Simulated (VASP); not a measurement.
# WS2 (R3m) in VASP: further runs, part 3 of 3

VASP 6.6.1. The steps go on from the part before.

### 5 Single point, PBE+D3(BJ)

This run uses another cell than the first one, of 20.28 Å³/atom.

File INCAR:

```
PREC = Accurate
ENCUT = 520
EDIFF = 1E-6
ISMEAR = 0
SIGMA = 0.05
LREAL = False
LASPH = True
NELM = 80
ALGO = Normal
ISIF = 2
LWAVE = False
LCHARG = False
GGA = PE
IVDW = 12
NBANDS = 20
```

File KPOINTS:

```
Automatic mesh
0
Gamma
  12 12 12
```

File POSCAR:

```
WS2
1.0
    1.5944000000      0.9205272692      6.9092666667
   -1.5944000000      0.9205272692      6.9092666667
    0.0000000000     -1.8410545384      6.9092666667
W S
1 2
Direct
    0.9993440419      0.9993440419      0.9993440419
    0.7527816504      0.7527816504      0.7527816504
    0.5791743077      0.5791743077      0.5791743077
```

Potentials or basis: VASP PAW PBE potentials, release 64 (W_sv, S).

Launch:

```console
cat potpaw_PBE.64/W_sv/POTCAR potpaw_PBE.64/S/POTCAR > POTCAR
mpirun -np 1 vasp_std > vasp.out
```

OUTCAR:

```text
PREC = Accurate
   ENCUT = 520
   EDIFF = 1E-6
   ISMEAR = 0
   LREAL = False
   LASPH = True
   NELM = 80
   ISIF = 2
   GGA = PE
   IVDW = 12
 IVDW          = 12

 ion  position               nearest neighbor table
   1  0.999  0.999  0.999-   2 2.57   2 2.57   2 2.57   3 2.57   3 2.57   3 2.57
   2  0.753  0.753  0.753-   1 2.57   1 2.57   1 2.57
   3  0.579  0.579  0.579-   1 2.57   1 2.57   1 2.57

  LATTYP: Found a trigonal (rhomboedric) cell.
 ALAT       =     7.1503459836
 COS(alpha) =     0.9005578618

  Lattice vectors:

 A1 = (   1.5944000000,   0.9205272692,   6.9092666667)
 A2 = (  -1.5944000000,   0.9205272692,   6.9092666667)
 A3 = (   0.0000000000,  -1.8410545384,   6.9092666667)

Analysis of symmetry for initial positions (statically):
=====================================================================
 Subroutine PRICEL returns:
 Original cell was already a primitive cell.

 Routine SETGRP: Setting up the symmetry group for a
 trigonal (rhombohedral) supercell.

 Subroutine GETGRP returns: Found  6 space group operations
 (whereof  6 operations were pure point group operations)
 out of a pool of 12 trial point group operations.

The static configuration has the point symmetry C_3v.

Analysis of symmetry for dynamics (positions and initial velocities):
=====================================================================
 Subroutine PRICEL returns:
 Original cell was already a primitive cell.

 Routine SETGRP: Setting up the symmetry group for a
 trigonal (rhombohedral) supercell.

 Subroutine GETGRP returns: Found  6 space group operations
 (whereof  6 operations were pure point group operations)
 out of a pool of 12 trial point group operations.

The dynamic configuration has the point symmetry C_3v.

 Subroutine INISYM returns: Found  6 space group operations
 (whereof  6 operations are pure point group operations),
 and found     1 'primitive' translations

----------------------------------------------------------------------------------------
[... 115 lines left out ...]
     AMIX_MAG =   1.60;   BMIX_MAG =  1.00
  volume/ion in A,a.u.               =      20.28       136.87
  Fermi-wavevector in a.u.,A,eV,Ry     =   1.233087  2.330196 20.687692  1.520502
  Thomas-Fermi vector in A             =   2.367831
   LORBIT       =      0    0 simple, 1 ext, 2 COOP (PROOUT), +10 PAW based schemes
   GGA     = PE    functional components
   LHFCALC =     F    Hartree Fock is set to
   AEXX    =    0.0000 exact exchange contribution
   IVDW    =    12    specifies the selected vdW correction
   LEPSILON=     F    determine dielectric tensor
   LRPA    =     F    only Hartree local field effects (RPA)
 non-spin polarized calculation
 Gauss-broadening in eV      SIGMA  =   0.05
  energy-cutoff  :      520.00
  volume of cell :       60.84
 maximum number of plane-waves:      1660
 NGX is ok and might be reduce to    54
   NGX = 27   NGY = 27   NGZ = 27

 number of electron      26.0000000 magnetization

 Free energy of the ion-electron system (eV)
  ---------------------------------------------------
  ext. energy  EPLUGINS =         0.00000000
  ---------------------------------------------------
  free energy    TOTEN  =       -22.83581511 eV

  energy without entropy =      -22.83581511  energy(sigma->0) =      -22.83581511

 E-fermi :   5.6512     XC(G=0): -10.3273

 val. band max:        5.3670668314   @ k =  -0.1667   0.5000   0.1667
 cond. band min:       6.3063598134   @ k =  -0.1667   0.1667   0.0000
 fundamental gap:      0.9392929819
 Fermi energy:         5.6511604666

 k-point     1 :       0.0000    0.0000    0.0000
  band No.  band energies     occupation
      1     -68.9918      2.00000
      2     -33.1462      2.00000
      3     -32.9509      2.00000
      4     -32.9509      2.00000
      5      -8.7096      2.00000
      6      -7.5857      2.00000
[... 541 lines left out ...]
     19      12.8873      0.00000
     20      14.2599      0.00000

 [... further k-points ...]

------------------------ aborting loop because EDIFF is reached ----------------------------------------

 Edisp (eV)   -1.11342

 E8    (eV) :    -0.4680

  FORCE on cell =-STRESS in cart. coord.  units (eV):
  Direction    XX          YY          ZZ          XY          YZ          ZX
  --------------------------------------------------------------------------------------
  -------------------------------------------------------------------------------------
  Total      -4.51302    -4.51302   -12.73017     0.00000     0.00000     0.00000
  in kB    -118.83946  -118.83946  -335.21816     0.00000     0.00000     0.00000
  external pressure =     -190.97 kB  Pullay stress =        0.00 kB

 VOLUME and BASIS-vectors are now :
 -----------------------------------------------------------------------------
  energy-cutoff  :      520.00
  volume of cell :       60.84
      direct lattice vectors                 reciprocal lattice vectors
     1.594400000  0.920527269  6.909266667     0.313597592  0.181055654  0.048244387
    -1.594400000  0.920527269  6.909266667    -0.313597592  0.181055654  0.048244387
     0.000000000 -1.841054538  6.909266667     0.000000000 -0.362111308  0.048244387

 POSITION                                       TOTAL-FORCE (eV/Angst)
 -----------------------------------------------------------------------------------
      0.00000      0.00000     20.71420         0.000000      0.000000     -0.002915
      0.00000      0.00000     15.60351         0.000000      0.000000     -3.311710
      0.00000      0.00000     12.00501         0.000000     -0.000000      3.314625
 -----------------------------------------------------------------------------------
    total drift:                               -0.000000     -0.000000     -0.000052

  FREE ENERGIE OF THE ION-ELECTRON SYSTEM (eV)
  ---------------------------------------------------
  free  energy   TOTEN  =       -23.9492374033 eV

  energy  without entropy=      -23.9492374033  energy(sigma->0) =      -23.94923740
```

OSZICAR:

```text
N       E                     dE             d eps       ncg     rms          rms(c)
DAV:   1     0.192576382148E+03    0.19258E+03   -0.12840E+04  7560   0.127E+03
DAV:   2    -0.143234777452E+02   -0.20690E+03   -0.20032E+03  9028   0.330E+02
DAV:   3    -0.244064934853E+02   -0.10083E+02   -0.99659E+01  9520   0.683E+01
DAV:   4    -0.245628839032E+02   -0.15639E+00   -0.15626E+00  9228   0.924E+00
DAV:   5    -0.245658110975E+02   -0.29272E-02   -0.29271E-02  9600   0.132E+00    0.195E+01
DAV:   6    -0.234022225320E+02    0.11636E+01   -0.13506E+01  8424   0.202E+01    0.859E+00
DAV:   7    -0.229512315858E+02    0.45099E+00   -0.47108E+00  8172   0.105E+01    0.507E+00
DAV:   8    -0.228363382806E+02    0.11489E+00   -0.58950E-01  8624   0.465E+00    0.111E+00
DAV:   9    -0.228363699611E+02   -0.31681E-04   -0.21013E-02  9212   0.898E-01    0.563E-01
DAV:  10    -0.228358903256E+02    0.47964E-03   -0.59198E-03  8624   0.577E-01    0.771E-02
DAV:  11    -0.228358073293E+02    0.82996E-04   -0.87512E-04  8776   0.209E-01    0.763E-02
DAV:  12    -0.228358050470E+02    0.22824E-05   -0.18702E-04  8688   0.809E-02    0.190E-02
DAV:  13    -0.228358146707E+02   -0.96237E-05   -0.42270E-05  8244   0.412E-02    0.449E-03
DAV:  14    -0.228358151059E+02   -0.43514E-06   -0.31923E-06  8812   0.105E-02
   1 F= -.23949237E+02 E0= -.23949237E+02  d E =-.362353E-17
```

Run time: 6.7 min. Hardware: 1 thread of Intel Xeon 6975P-C (Granite Rapids), shared host; peak memory 0.49 GiB.

What came out:

```yaml
Free_energy: -23.9492 eV
Pressure: -19.1 GPa
Largest_force: 3.315 eV/Å
Band_gap_on_the_k_mesh: 0.94 eV (least direct gap 1.67 eV)
Dispersion_energy_per_atom: -0.371 eV
```

Forces on the atoms (eV/Å):
```
W    0.000  0.000 -0.003
S    0.000  0.000 -3.312
S    0.000  0.000  3.315
```

Levels at points of the mesh, in eV from the valence-band top:
```
           k point  band 10  band 11  band 12  band 13  band 14  band 15  band 16  band 17
(0.00, 0.00, 0.00)    -1.74    -1.18    -0.73    -0.73     2.38     2.38     2.65     2.65
(0.50, 0.00, 0.00)    -2.47    -2.39    -1.12    -0.64     2.59     2.91     3.52     3.57
(0.50, 0.50, 0.00)    -2.74    -2.42    -0.98    -0.77     2.77     2.90     3.25     3.75
(0.50, 0.50, 0.50)    -1.75    -0.71    -0.71    -0.37     2.31     2.31     2.70     2.70
```

Caveat: the stress differs along the axes, from -34 to -12 GPa; spin-orbit coupling is left out, which moves the levels of the heavy elements; forces of over 1 eV/Å act on the atoms, so gaps and moduli don't describe the material at rest.

### 6 Single point, PBE+D3(BJ)

This run uses another cell than the first one, of 20.68 Å³/atom.

File INCAR:

```
  PREC = Accurate
  ENCUT = 520
  EDIFF = 1E-6
  ISMEAR = 0
  SIGMA = 0.05
  LREAL = False
  LASPH = True
  NELM = 60
  ALGO = Normal
  ISIF = 2
  LWAVE = False
  LCHARG = False
  GGA = PE
  IVDW = 12
  NBANDS = 20
```

KPOINTS is that of step 5.

File POSCAR:

```
WS2
1.0
    1.6101500000      0.9296205359      6.9092666667
   -1.6101500000      0.9296205359      6.9092666667
    0.0000000000     -1.8592410719      6.9092666667
W S
1 2
Direct
    0.9993440419      0.9993440419      0.9993440419
    0.7527816504      0.7527816504      0.7527816504
    0.5791743077      0.5791743077      0.5791743077
```

Potentials or basis: VASP PAW PBE potentials, release 64 (W_sv, S).

Launch:

```console
cat potpaw_PBE.64/W_sv/POTCAR potpaw_PBE.64/S/POTCAR > POTCAR
mpirun -np 1 vasp_std > vasp.out
```

Wall time 8.1 min (1 thread of Intel Xeon 6975P-C (Granite Rapids), shared host); peak memory 0.5 GiB.

Results (log left out):

* Free energy: -23.8519 eV
* Pressure: -20.5 GPa
* Largest force: 3.395 eV/Å
* Band gap on the k mesh: 0.96 eV (least direct gap 1.69 eV)
* Dispersion energy per atom: -0.364 eV

Forces on the atoms (eV/Å):
```
W    0.000  0.000 -0.003
S    0.000  0.000 -3.392
S    0.000  0.000  3.395
```

Stress tensor (GPa, compression positive):
```
-14.00   0.00   0.00
  0.00 -14.00   0.00
  0.00   0.00 -33.62
```

Levels at points of the mesh, in eV from the valence-band top:
| k point | band 11 | band 12 | band 13 | band 14 | band 15 | band 16 |
| --- | --- | --- | --- | --- | --- | --- |
| (0.00, 0.00, 0.00) | -1.09 | -0.80 | -0.80 | 2.30 | 2.30 | 2.55 |
| (0.50, 0.00, 0.00) | -2.33 | -1.09 | -0.70 | 2.55 | 2.77 | 3.43 |
| (0.50, 0.50, 0.00) | -2.43 | -0.95 | -0.83 | 2.71 | 2.75 | 3.18 |
| (0.50, 0.50, 0.50) | -0.78 | -0.78 | -0.31 | 2.23 | 2.23 | 2.60 |

Caveat: the stress differs along the axes, from -34 to -14 GPa; spin-orbit coupling is left out, which moves the levels of the heavy elements; forces of over 1 eV/Å act on the atoms, so gaps and moduli don't describe the material at rest. Expect the measured gap to be larger: semilocal functionals such as PBE lack the derivative discontinuity.

### 7 The runs side by side

| cell | gap on the mesh (eV) | pressure (GPa) | largest force (eV/Å) |
| --- | --- | --- | --- |
| a = 6.876 Å, angles 27.1°, 3 atoms | 1.16 | -17.1 | 2.61 |
| a = 7.146 Å, angles 25.5°, 3 atoms | 0.92 | -17.4 | 3.23 |
| a = 6.880 Å, angles 27.3°, 3 atoms | 1.15 | -18.7 | 2.71 |
| a = 7.150 Å, angles 25.8°, 3 atoms | 0.94 | -19.1 | 3.31 |
| a = 7.155 Å, angles 26.0°, 3 atoms | 0.96 | -20.5 | 3.39 |

Alike in all rows: task single point; level PBE+D3(BJ); potentials or basis VASP PAW PBE potentials, release 64 (W_sv, S); no spin polarisation; k mesh 12 × 12 × 12; cutoff (eV) 520; smearing gaussian 0.05 eV.

Caveats: spin-orbit coupling is left out, which moves the levels of the heavy elements; forces of over 1 eV/Å act on the atoms, so gaps and moduli don't describe the material at rest; the stress differs along the axes, from -26 to -13 GPa (at least some runs); the stress differs along the axes, from -33 to -10 GPa (at least some runs); the stress differs along the axes, from -26 to -15 GPa (at least some runs); the stress differs along the axes, from -34 to -12 GPa (at least some runs); the stress differs along the axes, from -34 to -14 GPa (at least some runs).

Absolute energies hang on the potentials; compare differences alone.
